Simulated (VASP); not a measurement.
Write the native input for VASP 6.6.1 that does the following.

* Task: single point
* Functional: PBE
* Potentials or basis: VASP PAW PBE potentials, release 64 (Si)
* Cutoff: 520 eV
* k mesh: 15 × 15 × 1
* Occupations: gaussian, width 0.1 eV
* Spin: no spin polarisation
* Dipole correction: yes
* Further INCAR settings: ALGO = Normal; EDIFF = 1e-06; NBANDS = 11

The structure of Si lies in POSCAR:

```
Si
1.0
    4.0610000000      0.0000000000      0.0000000000
   -2.0305000000      3.5169291648      0.0000000000
    0.0000000000      0.0000000000     28.0000000000
Si
2
Direct
    0.3333333333      0.6666666667      0.5076607143
    0.6666666667      0.3333333333      0.4923392857
```

The input as run:

INCAR

```
SYSTEM = Si
PREC = Accurate
ENCUT = 520
EDIFF = 1E-6
ISMEAR = 0
SIGMA = 0.1
LREAL = .FALSE.
LASPH = .TRUE.
NELM = 100
ALGO = Normal
ISIF = 2
LWAVE = .FALSE.
LCHARG = .TRUE.
LDIPOL = .TRUE.
IDIPOL = 3
DIPOL = 0.5 0.5 0.500
GGA = PE
LELF = .TRUE.
LVHAR = .TRUE.
LVACPOTAV = .TRUE.
NBANDS = 11
```

KPOINTS

```
Automatic mesh
0
G
  15 15 1
  0 0 0
```

Potentials or basis: VASP PAW PBE potentials, release 64 (Si).

Command:

```console
$ cat potpaw_PBE.64/Si/POTCAR > POTCAR
$ mpirun -np 1 vasp_std > vasp.out
```

It gave:

```
Largest force          : 0.140 eV/Å
Band gap on the k mesh : zero (filled and empty bands touch)
```

It took 5.5 min on 1 thread of Intel Xeon 8259CL, with other jobs on the host, peak memory 0.48 GiB.
